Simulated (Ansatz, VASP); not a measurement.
One calculation of Al30Si, two programs

```
Al Si
1.0
     8.10000    0.00000    0.00000
     0.00000    8.10000    0.00000
     0.00000    0.00000    8.10000
Al Si
30 1
Direct
  0.50133 0.00108 0.00109
  0.74932 0.25050 0.00142
  0.74953 0.00088 0.24953
  0.00077 0.99935 0.00040
  0.25270 0.25042 0.99988
  0.50161 0.49968 0.00110
  0.75043 0.75054 0.00035
  0.25296 0.00647 0.25236
  0.74978 0.49989 0.24919
  0.49849 0.00623 0.49810
  0.75079 0.25043 0.49782
  0.75048 0.99946 0.75004
  0.00109 0.50158 0.00011
  0.25087 0.75025 0.00007
  0.00125 0.25028 0.25148
  0.25305 0.49403 0.25247
  0.50115 0.75027 0.24957
  0.00294 0.00180 0.49967
  0.49872 0.49432 0.49805
  0.75087 0.75033 0.49994
  0.25120 0.00172 0.74794
  0.49918 0.25023 0.74918
  0.75070 0.50144 0.74982
  0.00107 0.75035 0.24951
  0.00291 0.49901 0.49946
  0.25064 0.75044 0.49997
  0.00294 0.25047 0.74767
  0.25149 0.49900 0.74770
  0.50131 0.75041 0.74979
  0.00129 0.75036 0.74945
  0.50180 0.25021 0.24884
```

Alike in both runs: functional PBEsol; k mesh 3 × 3 × 3; occupations gaussian, width 0.1 eV; no spin polarisation.

Ansatz relaxed the structure, and its values are those at the end. VASP's run is a single point on that final structure, the one shown.

|  | VASP | Ansatz |
| --- | --- | --- |
| version | VASP 6.6.1 | Ansatz 0.2.0 |
| potentials or method | VASP PAW PBE potentials, release 64 (Al, Si), cutoff 520 eV | scalar-relativistic, plane waves, PAW |
| valence electrons in the cell | 94 | 94 |

|  | VASP | Ansatz | Ansatz less VASP |
| --- | --- | --- | --- |
| rms of the force components (eV/Å) | 0.005 | 0.004 | -0.0010 |

VASP's potentials were made for PBE, not for PBEsol, and Ansatz warns of the same on its side. With one functional, cell and mesh, what is left measures potentials, basis and numerics.
